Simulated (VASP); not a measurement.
Here is a VASP 6.6.1 calculation.

Contents of POSCAR:

```
Cu
1.0
    2.5305027203      0.0000000000      0.0000000000
   -1.2652513601      2.1914796401      0.0000000000
    0.0000000000      0.0000000000      4.1298555601
Cu
2
Direct
    0.3333333333      0.6666666667      0.2500000000
    0.6666666667      0.3333333333      0.7500000000
```

The input INCAR.step1:

```
SYSTEM = Cu
PREC     = Accurate       ! precision mode
ENCUT    = 520            ! plane-wave cutoff, eV
ISMEAR   = 0              ! smearing method
SIGMA    = 0.1            ! smearing width, eV
LREAL    = .FALSE.        ! projectors in reciprocal space
LASPH    = .TRUE.         ! aspherical terms in the spheres
NELM     = 100            ! most SCF steps
NBANDS   = 18             ! bands
GGA      = PE             ! functional
ALGO     = Normal         ! electronic algorithm
EDIFF    = 1E-4           ! SCF threshold, eV
LWAVE    = .TRUE.         ! write WAVECAR
LCHARG   = .FALSE.        ! write CHGCAR
```

Contents of INCAR.step2:

```
SYSTEM = Cu
PREC     = Accurate       ! precision mode
ENCUT    = 520            ! plane-wave cutoff, eV
EDIFF    = 1E-6           ! SCF threshold, eV
ISMEAR   = 0              ! smearing method
SIGMA    = 0.1            ! smearing width, eV
LREAL    = .FALSE.        ! projectors in reciprocal space
LASPH    = .TRUE.         ! aspherical terms in the spheres
NELM     = 100            ! most SCF steps
ALGO     = Normal         ! electronic algorithm
ISIF     = 2              ! what is computed and relaxed
LWAVE    = .FALSE.        ! write WAVECAR
LCHARG   = .FALSE.        ! write CHGCAR
METAGGA  = R2SCAN         ! meta-GGA
LMIXTAU  = .TRUE.       
NBANDS   = 18             ! bands
ISTART   = 1
```

KPOINTS

```
Automatic mesh
0
G
  18 18 10
  0 0 0
```

Potentials or basis: VASP PAW PBE potentials, release 64 (Cu).

Run with:

```sh
$ cat potpaw_PBE.64/Cu/POTCAR > POTCAR
$ cp INCAR.step1 INCAR
$ mpirun -np 1 vasp_std > vasp.out
$ cp INCAR.step2 INCAR
$ mpirun -np 1 vasp_std > vasp.out
```

**Question.** Estimate the pressure.

**Answer.** 0.8 GPa.

**Question.** Predict the band gap on the k mesh.

**Answer.** Zero (bands 11 and 12 overlap by 6.39 eV).

Caveat: the PAW data sets were made with another functional, which shifts forces and pressure a little.
